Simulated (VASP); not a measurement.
NaSnS3: single point with PBE

Crystal: NaSnS3.

```
CELL_PARAMETERS angstrom
6.62062 0.00000 0.00000
-3.31031 5.73363 0.00000
0.00000 0.00000 6.68956
ATOMIC_POSITIONS crystal
Na 0.33333 0.66667 0.75000
Na 0.66667 0.33333 0.25000
Sn 0.00000 0.00000 0.50000
Sn 0.00000 0.00000 0.00000
S 0.17053 0.34106 0.25000
S 0.82947 0.17053 0.75000
S 0.82947 0.65894 0.75000
S 0.17053 0.82947 0.25000
S 0.65894 0.82947 0.25000
S 0.34106 0.17053 0.75000
```

```yaml
Program: VASP 6.6.1
Task: single point
Functional: PBE
Potentials_or_basis: VASP PAW PBE potentials, release 64 (Na_pv, Sn_d, S)
Cutoff: 520 eV
k_mesh: 6 × 6 × 6
Occupations: gaussian, width 0.1 eV
Spin: no spin polarisation
Dipole_correction: no
Further_INCAR_settings: ALGO = Normal; EDIFF = 1e-06; NBANDS = 50
```

```json
{
  "Pressure": "-0.1 GPa",
  "Band gap on the k mesh": "zero (bands 39 and 40 overlap by 1.07 eV)"
}
```

Levels at points of the mesh, in eV from the Fermi level:
| k point | band 36 | band 37 | band 38 | band 39 | band 40 | band 41 | band 42 | band 43 |
| --- | --- | --- | --- | --- | --- | --- | --- | --- |
| (0.00, 0.00, 0.00) | -0.10 | -0.08 | 0.36 | 0.36 | 0.43 | 0.58 | 1.46 | 3.22 |
| (0.50, 0.00, 0.00) | -1.37 | -1.02 | -0.84 | -0.05 | 0.39 | 1.68 | 2.67 | 4.27 |
| (0.00, 0.00, 0.50) | 0.07 | 0.07 | 0.07 | 0.16 | 0.16 | 1.02 | 1.02 | 4.17 |
| (0.50, 0.00, 0.50) | -1.43 | -0.88 | -0.88 | 0.12 | 0.12 | 2.19 | 2.19 | 4.02 |

Run time: 3.7 min on 1 thread of Intel(R) Xeon(R) 6975P-C (Granite Rapids), on a shared host, peak memory 0.5 GiB.

Caveat: spin-orbit coupling is left out, which moves the levels of the heavy elements.
